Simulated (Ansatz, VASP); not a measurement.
**One calculation of Rb, two programs**

INCAR

```
ALGO = Fast
EDIFF = 1E-6
ENCUT = 520
GGA = PE
ISIF = 2
ISMEAR = 0
IVDW = 12
LASPH = True
LCHARG = False
LREAL = False
LWAVE = False
NBANDS = 26
NELM = 60
PREC = Accurate
SIGMA = 0.15
```

The input KPOINTS:

```
k-points
0
Gamma
  8 4 4
```

POSCAR

```
Rb
1.0
   -4.9523827113      0.0000000000      0.0000000000
    0.0000000000      0.0000000000     -8.0990821851
    0.0000000001     -8.5777784745      0.0000000000
Rb
4
Direct
    0.5000000000      0.7500000000      0.1666666667
    0.0000000000      0.7500000000      0.6666666667
    1.0000000000      0.2500000000      0.3333333333
    0.5000000000      0.2500000000      0.8333333333
```

Input for Ansatz:

```yaml
crystal:
  lattice:
    - [-4.9523827113, 0.0, 0.0]
    - [0.0, 0.0, -8.0990821851]
    - [1.0e-10, -8.5777784745, 0.0]
  atoms:
    - { symbol: Rb, position: [0.5, 0.75, 0.1666666667] }
    - { symbol: Rb, position: [0.0, 0.75, 0.6666666667] }
    - { symbol: Rb, position: [1.0, 0.25, 0.3333333333] }
    - { symbol: Rb, position: [0.5, 0.25, 0.8333333333] }
basis:
  ecutwfc: 420
kpoints:
  mp_grid: { grid: [8, 4, 4] }
hamiltonian:
  xc: pbe
  dispersion: d3bj
scf:
  occupations: { method: gaussian, width: 0.15 }
output:
  forces: true
  stress: true
  eigenvalues: true
```

Alike in both runs: task single point; functional PBE; dispersion D3(BJ); k mesh 8 × 4 × 4; occupations gaussian, width 0.15 eV; no spin polarisation.

|  | VASP | Ansatz |
| --- | --- | --- |
| version | VASP 6.6.1 | Ansatz 0.2.0 |
| potentials or method | VASP PAW PBE potentials, release 64 (Rb_sv), cutoff 520 eV | scalar-relativistic, plane waves, PAW |
| valence electrons in the cell | 36 | 36 |

|  | VASP | Ansatz | Ansatz less VASP |
| --- | --- | --- | --- |
| gap on the k mesh at the Fermi level (eV) | none | none | - |
| pressure (GPa) | 0.0 | 0.0 | 0.00 |

A gap of «none» marks a metal or a gap that the smearing closes.
